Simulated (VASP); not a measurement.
# Ba (P4/mmm) in VASP: a series of runs, part 2 of 2

VASP 6.6.1.

## Step 4: Single point, PBEsol

This run uses another cell than the first one, of 56.52 Å³/atom, 1.043 times its volume.

INCAR reads:

```
PREC = Accurate ; ENCUT = 520
EDIFF = 1E-6 ; ISMEAR = -1
SIGMA = 0.15 ; LREAL = F
LASPH = T ; NELM = 100
ALGO = Normal ; ISIF = 2
LWAVE = F ; LCHARG = F
GGA = PS ; NBANDS = 11
```

KPOINTS reads:

```
Automatic mesh
0
Gamma
  7 7 8
```

POSCAR reads:

```
Ba
1.0
    3.9728059026      0.0000000000      0.0000000000
    0.0000000000      3.9728059026      0.0000000000
    0.0000000000      0.0000000000      3.5813400225
Ba
1
Direct
    0.5000000000      0.5000000000      0.5000000000
```

Potentials or basis: VASP PAW PBE potentials, release 64 (Ba_sv).

Command:

```console
$ cat potpaw_PBE.64/Ba_sv/POTCAR > POTCAR
$ mpirun -np 1 vasp_std > vasp.out
```

OUTCAR:

```text
PREC = Accurate
   ENCUT = 520
   EDIFF = 1E-6
   ISMEAR = -1
   LREAL = F
   LASPH = T
   NELM = 100
   ISIF = 2
   GGA = PS

 ion  position               nearest neighbor table
   1  0.500  0.500  0.500-

  LATTYP: Found a simple tetragonal cell.
 ALAT       =     3.9728059026
 C/A-ratio  =     0.9014636281

  Lattice vectors:

 A1 = (   3.9728059026,   0.0000000000,   0.0000000000)
 A2 = (   0.0000000000,   3.9728059026,   0.0000000000)
 A3 = (   0.0000000000,   0.0000000000,   3.5813400225)

Analysis of symmetry for initial positions (statically):
=====================================================================
 Subroutine PRICEL returns:
 Original cell was already a primitive cell.

 Routine SETGRP: Setting up the symmetry group for a
 simple tetragonal supercell.

 Subroutine GETGRP returns: Found 16 space group operations
 (whereof 16 operations were pure point group operations)
 out of a pool of 16 trial point group operations.

The static configuration has the point symmetry D_4h.

Analysis of symmetry for dynamics (positions and initial velocities):
=====================================================================
 Subroutine PRICEL returns:
 Original cell was already a primitive cell.

 Routine SETGRP: Setting up the symmetry group for a
 simple tetragonal supercell.

 Subroutine GETGRP returns: Found 16 space group operations
 (whereof 16 operations were pure point group operations)
 out of a pool of 16 trial point group operations.

The dynamic configuration has the point symmetry D_4h.

 Subroutine INISYM returns: Found 16 space group operations
 (whereof 16 operations are pure point group operations),
 and found     1 'primitive' translations

----------------------------------------------------------------------------------------

                                     Primitive cell
[... 107 lines left out ...]
   IMIX   =      4    mixing-type and parameters
     AMIX     =   0.40;   BMIX     =  1.00
     AMIX_MAG =   1.60;   BMIX_MAG =  1.00
  volume/ion in A,a.u.               =      56.52       381.45
  Fermi-wavevector in a.u.,A,eV,Ry     =   0.919027  1.736708 11.491615  0.844610
  Thomas-Fermi vector in A             =   2.044174
   LORBIT       =      0    0 simple, 1 ext, 2 COOP (PROOUT), +10 PAW based schemes
   GGA     = PS    functional components
   LHFCALC =     F    Hartree Fock is set to
   AEXX    =    0.0000 exact exchange contribution
   IVDW    =     0    specifies the selected vdW correction
   LEPSILON=     F    determine dielectric tensor
   LRPA    =     F    only Hartree local field effects (RPA)
 non-spin polarized calculation
  energy-cutoff  :      520.00
  volume of cell :       56.52
 maximum number of plane-waves:      1557
 NGX is ok and might be reduce to    30
   NGX = 15   NGY = 15   NGZ = 13

 number of electron      10.0000000 magnetization

 number of electron       9.9999999 magnetization

 Free energy of the ion-electron system (eV)
  ---------------------------------------------------
  ext. energy  EPLUGINS =         0.00000000
  ---------------------------------------------------
  free energy    TOTEN  =        -1.84725463 eV

  energy without entropy =       -1.74318155  energy(sigma->0) =       -1.79521809

 E-fermi :   1.8076     XC(G=0):  -7.8373

 val. band max:        1.7723169180   @ k =   0.0000   0.0000   0.0000
 cond. band min:       1.8168047848   @ k =   0.1429   0.0000   0.0000
 fundamental gap:      0.0444878668
 Fermi energy:         1.8076191055

 k-point     1 :       0.0000    0.0000    0.0000
  band No.  band energies     occupation
      1     -27.1948      2.00000
      2     -12.0165      2.00000
      3     -12.0165      2.00000
      4     -11.6307      2.00000
      5      -0.7677      2.00000
      6       1.7328      1.24436
      7       1.7723      1.11713
      8       6.6586      0.00000
      9       7.5227      0.00000
     10       7.5227      0.00000
     11       9.3824      0.00000
[... 309 lines left out ...]
 k-point    24 :       0.4286    0.0000    0.2500
  band No.  band energies     occupation
      1     -27.0571      2.00000
      2     -12.5754      2.00000
      3     -12.3689      2.00000
      4     -11.8721      2.00000
      5       1.4956      1.77787
      6       2.0804      0.27927
      7       4.0516      0.00000
      8       4.8321      0.00000
      9       5.1741      0.00000
     10       5.6290      0.00000
     11       8.3779      0.00000

 [... further k-points ...]
[... 5 lines left out ...]
  --------------------------------------------------------------------------------------
  -------------------------------------------------------------------------------------
  Total       -0.3574205     -0.3574205      0.9178847      0.0000000      0.0000000      0.0000000
  in kB      -10.1309407    -10.1309407     26.0170746      0.0000000      0.0000000      0.0000000
  external PRESSURE =       1.9183977 kB  Pullay stress =       0.0000000 kB

 VOLUME and BASIS-vectors are now :
 -----------------------------------------------------------------------------
  energy-cutoff  :      520.00
  volume of cell :       56.52
      direct lattice vectors                 reciprocal lattice vectors
     3.972805903  0.000000000  0.000000000     0.251711265  0.000000000  0.000000000
     0.000000000  3.972805903  0.000000000     0.000000000  0.251711265  0.000000000
     0.000000000  0.000000000  3.581340023     0.000000000  0.000000000  0.279225093

 POSITION                                       TOTAL-FORCE (eV/Angst)
 -----------------------------------------------------------------------------------
      1.98640      1.98640      1.79067         0.000000      0.000000      0.000000
 -----------------------------------------------------------------------------------
    total drift:                                0.000000      0.000000      0.000000

  FREE ENERGIE OF THE ION-ELECTRON SYSTEM (eV)
  ---------------------------------------------------
  free  energy   TOTEN  =        -1.8472546258 eV

  energy  without entropy=       -1.7431815545  energy(sigma->0) =       -1.79521809
```

stdout:

```text
POSCAR found type information on POSCAR Ba
 POSCAR found :  1 types and       1 ions
 scaLAPACK will be used
 -----------------------------------------------------------------------------
|                                                                             |
|                                                                             |
|     You enforced a specific xc type in the INCAR file but a different       |
|     I HOPE YOU KNOW WHAT YOU ARE DOING!                                     |
|                                                                             |
 -----------------------------------------------------------------------------

 LDA part: xc-table for (Slater+PW92), standard interpolation
 POSCAR, INCAR and KPOINTS ok, starting setup
 FFT: planning ... GRIDC
 FFT: planning ... GRID_SOFT
 FFT: planning ... GRID
 WAVECAR not read
 entering main loop
```

Run time: 41 s. Hardware: 1 thread of AMD EPYC 7R13, shared host; peak memory 0.15 GiB.

What came out:

```yaml
Free_energy: -1.8473 eV
Pressure: 0.2 GPa
Band_gap_on_the_k_mesh: zero (band 5 reaches 2.08 eV, above the bottom of band 6 at 1.53 eV)
```

Stress tensor (GPa, compression positive):
```
-1.01  0.00  0.00
 0.00 -1.01  0.00
 0.00  0.00  2.60
```

Levels at points of the mesh, in eV from the Fermi level:
| k point | band 1 | band 2 | band 3 | band 4 | band 5 | band 6 | band 7 | band 8 | band 9 | band 10 |
| --- | --- | --- | --- | --- | --- | --- | --- | --- | --- | --- |
| (0.00, 0.00, 0.00) | -29.00 | -13.82 | -13.82 | -13.44 | -2.58 | -0.07 | -0.04 | 4.85 | 5.72 | 5.72 |
| (0.00, 0.00, 0.50) | -28.83 | -14.95 | -13.65 | -13.65 | -0.26 | 0.95 | 1.37 | 2.17 | 2.17 | 5.38 |

Caveat: the PAW data sets were made with another functional, which shifts forces and pressure a little; spin-orbit coupling is left out, which moves the levels of the heavy elements.

## Step 5: Single point, PBEsol

This run uses another cell than the first one, of 57.68 Å³/atom, 1.064 times its volume.

INCAR reads:

```
SYSTEM = Ba
PREC = Accurate
ENCUT = 520
EDIFF = 1E-6
ISMEAR = -1
SIGMA = 0.15
LREAL = .False.
LASPH = .True.
NELM = 100
ALGO = Normal
ISIF = 2
LWAVE = .False.
LCHARG = .True.
GGA = PS
LELF = .True.
LVHAR = .True.
NBANDS = 11
```

KPOINTS reads:

```
Automatic mesh
0
Gamma
  7 7 8
  0 0 0
```

POSCAR reads:

```
Ba
1.0
    3.9996500000      0.0000000000      0.0000000000
    0.0000000000      3.9996500000      0.0000000000
    0.0000000000      0.0000000000      3.6055390000
Ba
1
Direct
    0.5000000000      0.5000000000      0.5000000000
```

Command:

```console
$ cat potpaw_PBE.64/Ba_sv/POTCAR > POTCAR
$ mpirun -np 1 vasp_std > vasp.out
```

Wall time 43 s (1 thread of AMD EPYC 7R13, shared host); peak memory 0.15 GiB.

Results (log left out):

```yaml
Free_energy: -1.8481 eV
Pressure: 0.0 GPa
Band_gap_on_the_k_mesh: zero (band 5 reaches 2.01 eV, above the bottom of band 6 at 1.49 eV)
```

Stress tensor (GPa, compression positive):
```
-1.12  0.00  0.00
 0.00 -1.12  0.00
 0.00  0.00  2.36
```

Levels at points of the mesh, in eV from the Fermi level:
```
           k point  band 1  band 2  band 3  band 4  band 5  band 6  band 7  band 8  band 9  band 10
(0.00, 0.00, 0.00)  -29.02  -13.86  -13.86  -13.49   -2.57   -0.06   -0.02    4.76    5.60     5.60
(0.00, 0.00, 0.50)  -28.86  -14.93  -13.70  -13.70   -0.28    0.95    1.32    2.15    2.15     5.28
```

Caveat: the PAW data sets were made with another functional, which shifts forces and pressure a little; spin-orbit coupling is left out, which moves the levels of the heavy elements.

## Step 6: Single point, PBEsol

This run uses another cell than the first one, of 58.83 Å³/atom, 1.085 times its volume.

INCAR reads:

```
SYSTEM = Ba
PREC     = Accurate       ! precision mode
ENCUT    = 520            ! plane-wave cutoff, eV
EDIFF    = 1E-6           ! SCF threshold, eV
ISMEAR   = -1             ! smearing method
SIGMA    = 0.15           ! smearing width, eV
LREAL    = .False.        ! projectors in reciprocal space
LASPH    = .True.         ! aspherical terms in the spheres
NELM     = 80             ! most SCF steps
ALGO     = Normal         ! electronic algorithm
ISIF     = 2              ! what is computed and relaxed
LWAVE    = .False.        ! write WAVECAR
LCHARG   = .False.        ! write CHGCAR
GGA      = PS             ! functional
NBANDS   = 11             ! bands
```

KPOINTS reads:

```
regular mesh
0
Gamma
  7 7 8
  0 0 0
```

POSCAR reads:

```
Ba
1.0
    4.0261385203      0.0000000000      0.0000000000
    0.0000000000      4.0261385203      0.0000000000
    0.0000000000      0.0000000000      3.6294174376
Ba
1
Direct
    0.5000000000      0.5000000000      0.5000000000
```

Potentials or basis: VASP PAW PBE potentials, release 64 (Ba_sv).

Command:

```console
$ cat potpaw_PBE.64/Ba_sv/POTCAR > POTCAR
$ mpirun -np 1 vasp_std > vasp.out
```

Wall time 40 s (1 thread of AMD EPYC 7R13, shared host); peak memory 0.15 GiB.

The run converged. Its results:

```yaml
Free_energy: -1.8479 eV
Pressure: -0.1 GPa
Band_gap_on_the_k_mesh: zero (band 5 reaches 1.94 eV, above the bottom of band 6 at 1.44 eV)
```

Stress tensor (GPa, compression positive):
```
-1.22  0.00  0.00
 0.00 -1.22  0.00
 0.00  0.00  2.13
```

Levels at points of the mesh, in eV from the Fermi level:
```csv
k point,band 1,band 2,band 3,band 4,band 5,band 6,band 7,band 8,band 9,band 10
"(0.00, 0.00, 0.00)",-29.04,-13.89,-13.89,-13.54,-2.57,-0.05,0.00,4.67,5.50,5.50
"(0.00, 0.00, 0.50)",-28.89,-14.91,-13.74,-13.74,-0.30,0.95,1.28,2.12,2.12,5.17
```

Caveat: the PAW data sets were made with another functional, which shifts forces and pressure a little; spin-orbit coupling is left out, which moves the levels of the heavy elements.

## Step 7: Overview

| cell | gap on the mesh (eV) | pressure (GPa) |
| --- | --- | --- |
| a = 3.918, b = 3.918, c = 3.532 Å, 1 atom | none | 0.5 |
| a = 3.946, b = 3.946, c = 3.557 Å, 1 atom | none | 0.4 |
| a = 3.973, b = 3.973, c = 3.581 Å, 1 atom | none | 0.2 |
| a = 4.000, b = 4.000, c = 3.606 Å, 1 atom | none | 0.0 |
| a = 4.026, b = 4.026, c = 3.629 Å, 1 atom | none | -0.1 |

Alike in all rows: task single point; level PBEsol; potentials or basis VASP PAW PBE potentials, release 64 (Ba_sv); no spin polarisation; k mesh 7 × 7 × 8; cutoff (eV) 520; smearing fermi-dirac 0.15 eV.

Caveats: the PAW data sets were made with another functional, which shifts forces and pressure a little; spin-orbit coupling is left out, which moves the levels of the heavy elements.

Absolute energies hang on the potentials; compare differences alone.
